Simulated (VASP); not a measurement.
# V2Br (P6/mmm) in VASP: further runs, part 2 of 2

VASP 6.6.1. The steps go on from the part before.

### Step 4. Relaxation of cell and atoms, PBE

This run uses another cell than the first one, of 16.15 Å³/atom.

File INCAR:

```
SYSTEM = V2Br
  ALGO = Normal
  EDIFF = 1E-6
  EDIFFG = -0.01
  ENCUT = 600
  GGA = PE
  IBRION = 2
  ISIF = 3
  ISMEAR = 0
  LASPH = .TRUE.
  LCHARG = .FALSE.
  LREAL = .FALSE.
  LWAVE = .FALSE.
  NELM = 100
  NSW = 100
  PREC = Accurate
  SIGMA = 0.1
```

File KPOINTS:

```
k-points
0
G
  12 12 16
  0 0 0
```

File POSCAR:

```
V2Br
1.0
    4.3742101924      0.0000000000      0.0000000000
   -2.1871050962      3.7881771481      0.0000000000
    0.0000000000      0.0000000000      2.9246894273
V Br
2 1
Direct
    0.3333333333      0.6666666667      0.5000000000
    0.6666666667      0.3333333333      0.5000000000
    0.0000000000      0.0000000000      0.0000000000
```

Potentials or basis: VASP PAW PBE potentials, release 64 (V_sv, Br).

Run with:

```console
> cat potpaw_PBE.64/V_sv/POTCAR potpaw_PBE.64/Br/POTCAR > POTCAR
> mpirun -np 1 vasp_std > vasp.out
```

OUTCAR:

```text
SYSTEM = V2Br
   EDIFF = 1E-6
   EDIFFG = -0.01
   ENCUT = 600
   GGA = PE
   IBRION = 2
   ISIF = 3
   ISMEAR = 0
   LASPH = .TRUE.
   LREAL = .FALSE.
   NELM = 100
   NSW = 100
   PREC = Accurate

 ion  position               nearest neighbor table
   1  0.333  0.667  0.500-   2 2.53   2 2.53   2 2.53
   2  0.667  0.333  0.500-   1 2.53   1 2.53   1 2.53
   3  0.000  0.000  0.000-

  LATTYP: Found a hexagonal cell.
 ALAT       =     4.3742101924
 C/A-ratio  =     0.6686211450

  Lattice vectors:

 A1 = (   4.3742101924,   0.0000000000,   0.0000000000)
 A2 = (  -2.1871050962,   3.7881771481,   0.0000000000)
 A3 = (   0.0000000000,   0.0000000000,   2.9246894273)

Analysis of symmetry for initial positions (statically):
=====================================================================
 Subroutine PRICEL returns:
 Original cell was already a primitive cell.

 Routine SETGRP: Setting up the symmetry group for a
 hexagonal supercell.

 Subroutine GETGRP returns: Found 24 space group operations
 (whereof 24 operations were pure point group operations)
 out of a pool of 24 trial point group operations.

The static configuration has the point symmetry D_6h.

Analysis of symmetry for dynamics (positions and initial velocities):
=====================================================================
 Subroutine PRICEL returns:
 Original cell was already a primitive cell.

 Routine SETGRP: Setting up the symmetry group for a
 hexagonal supercell.

 Subroutine GETGRP returns: Found 24 space group operations
 (whereof 24 operations were pure point group operations)
 out of a pool of 24 trial point group operations.

The dynamic configuration has the point symmetry D_6h.

[... 172 lines left out ...]
 -----------------------------------------------------------------------------------
     -0.00000      2.52545      1.46234         0.000000     -0.000000     -0.000000
      2.18711      1.26273      1.46234        -0.000000      0.000000      0.000000
      0.00000      0.00000      0.00000        -0.000000      0.000000      0.000000
 -----------------------------------------------------------------------------------
    total drift:                                0.000000      0.000000     -0.000000

  FREE ENERGIE OF THE ION-ELECTRON SYSTEM (eV)
  ---------------------------------------------------
  free  energy   TOTEN  =       -16.7000973166 eV

  energy  without entropy=      -16.6818788803  energy(sigma->0) =      -16.69098810

--------------------------------------- Ionic step        2  -------------------------------------------

 number of electron      32.9999999 magnetization

 Free energy of the ion-electron system (eV)
  ---------------------------------------------------
  ext. energy  EPLUGINS =         0.00000000
  ---------------------------------------------------
  free energy    TOTEN  =       -16.70033829 eV

  energy without entropy =      -16.68218497  energy(sigma->0) =      -16.69126163

 E-fermi :   8.9850     XC(G=0): -11.7859

 val. band max:        8.9849809845   @ k =   0.4167   0.1667   0.1250
 cond. band min:       8.9889337123   @ k =   0.3333   0.0833   0.1875
 fundamental gap:      0.0039527278
 Fermi energy:         8.9850426822

 k-point     1 :       0.0000    0.0000    0.0000
  band No.  band energies     occupation
      1     -55.1725      2.00000
      2     -55.0027      2.00000
      3     -29.1874      2.00000
      4     -29.1874      2.00000
      5     -29.0246      2.00000
      6     -28.9042      2.00000
[... 541 lines left out ...]
     19       9.9435      0.00000
     20      10.5538      0.00000

 [... further k-points ...]

------------------------ aborting loop because EDIFF is reached ----------------------------------------

  FORCE on cell =-STRESS in cart. coord.  units (eV):
  Direction    XX          YY          ZZ          XY          YZ          ZX
  --------------------------------------------------------------------------------------
  -------------------------------------------------------------------------------------
  Total        0.0256240      0.0256240     -0.0007323      0.0000000      0.0000000      0.0000000
  in kB        0.8449394      0.8449394     -0.0241473      0.0000000      0.0000000      0.0000000
  external PRESSURE =       0.5552439 kB  Pullay stress =       0.0000000 kB

 VOLUME and BASIS-vectors are now :
 -----------------------------------------------------------------------------
  energy-cutoff  :      600.00
  volume of cell :       48.59
      direct lattice vectors                 reciprocal lattice vectors
     4.380983472  0.000000000  0.000000000     0.228259250  0.131785539  0.000000000
    -2.190491736  3.794042980  0.000000000    -0.000000000  0.263571078 -0.000000000
    -0.000000000  0.000000000  2.923199584     0.000000000 -0.000000000  0.342090908

 POSITION                                       TOTAL-FORCE (eV/Angst)
 -----------------------------------------------------------------------------------
     -0.00000      2.52936      1.46160        -0.000000      0.000000      0.000000
      2.19049      1.26468      1.46160         0.000000      0.000000     -0.000000
      4.38098      0.00000      0.00000         0.000000      0.000000     -0.000000
 -----------------------------------------------------------------------------------
    total drift:                                0.000000      0.000000     -0.000000

  FREE ENERGIE OF THE ION-ELECTRON SYSTEM (eV)
  ---------------------------------------------------
  free  energy   TOTEN  =       -16.7003382862 eV

  energy  without entropy=      -16.6821849710  energy(sigma->0) =      -16.69126163

 reached required accuracy - stopping structural energy minimisation
```

CONTCAR:

```text
V2Br
   1.00000000000000
     4.3809834721647007    0.0000000000000000    0.0000000000000000
    -2.1904917360823504    3.7940429804431184    0.0000000000000000
    -0.0000000000000000    0.0000000000000000    2.9231995836779059
  V               Br
     2     1
Direct
     0.3333333332999970    0.6666666667000030    0.5000000000000000
     0.6666666667000030    0.3333333332999970    0.5000000000000000
     1.0000000000000000    0.0000000000000000    0.0000000000000000

  0.00000000E+00  0.00000000E+00  0.00000000E+00
  0.00000000E+00  0.00000000E+00  0.00000000E+00
  0.00000000E+00  0.00000000E+00  0.00000000E+00
```

Run time: 3.2 min. Hardware: 1 thread of Intel Xeon 8259CL, shared host; peak memory 0.33 GiB.

What came out:

```
Free energy                           : -16.7003 eV
Relaxed volume                        : 16.20 Å³/atom
Relaxed cell                          : a = 4.381 Å, b = 4.381 Å, c = 2.923 Å, α = 90.00°, β = 90.00°, γ = 120.00°
Space group after relaxing (to 0.1 Å) : P6/mmm (No. 191)
Energy gained by relaxing             : 0.1 meV/atom
Ionic steps                           : 2
Pressure after relaxing               : 0.1 GPa
Band gap on the k mesh                : zero (an odd number of electrons rules out a gap without spin polarisation)
```

Stress tensor (GPa, compression positive):
```
0.08 0.00 0.00
0.00 0.08 0.00
0.00 0.00 0.00
```

Step by step:
| step | energy change (eV) | largest force (eV/Å) | pressure (GPa) | volume (Å³) |
| --- | --- | --- | --- | --- |
| 1 | 0.0000 | 0.0000 | 0.18 | 48.46 |
| 2 | -0.0002 | 0.0000 | 0.06 | 48.59 |

Final structure:
```
CELL_PARAMETERS angstrom
4.38098 0.00000 0.00000
-2.19049 3.79404 0.00000
0.00000 0.00000 2.92320
ATOMIC_POSITIONS crystal
V 0.33333 0.66667 0.50000
V 0.66667 0.33333 0.50000
Br 0.00000 0.00000 0.00000
```

Caveat: the highest band is partly filled, so the run has too few bands; the run has no spin polarisation, though such a crystal can be magnetic.

### Step 5. Summary

```tsv
task	spin	cell	k mesh	cutoff (eV)	gap on the mesh (eV)	pressure (GPa)
single point	collinear, ferromagnetic start	a = 3.817, b = 3.817, c = 4.121 Å, angles 90.0, 90.0, 120.0°, 3 atoms	6 × 6 × 4	520	none	5.2
single point	off	a = 4.381, b = 4.381, c = 2.922 Å, angles 90.0, 90.0, 120.0°, 3 atoms	12 × 12 × 16	520	none	0.0
relaxation of cell and atoms	off	relaxed from a = 4.374, b = 4.374, c = 2.925 Å, angles 90.0, 90.0, 120.0°, 3 atoms	12 × 12 × 16	600	none	0.1
```

Alike in all rows: level PBE; potentials or basis VASP PAW PBE potentials, release 64 (V_sv, Br); smearing gaussian 0.1 eV.

Caveats: some runs use coarse meshes; the moments typed at the start vanished in this run (at least some runs); the highest band is partly filled, so the run has too few bands (at least some runs).

Total energies depend on the potentials used, so only differences within one code and one set of settings carry meaning.

The gap in the log of VASP goes by the Fermi energy; the results here count the filled bands.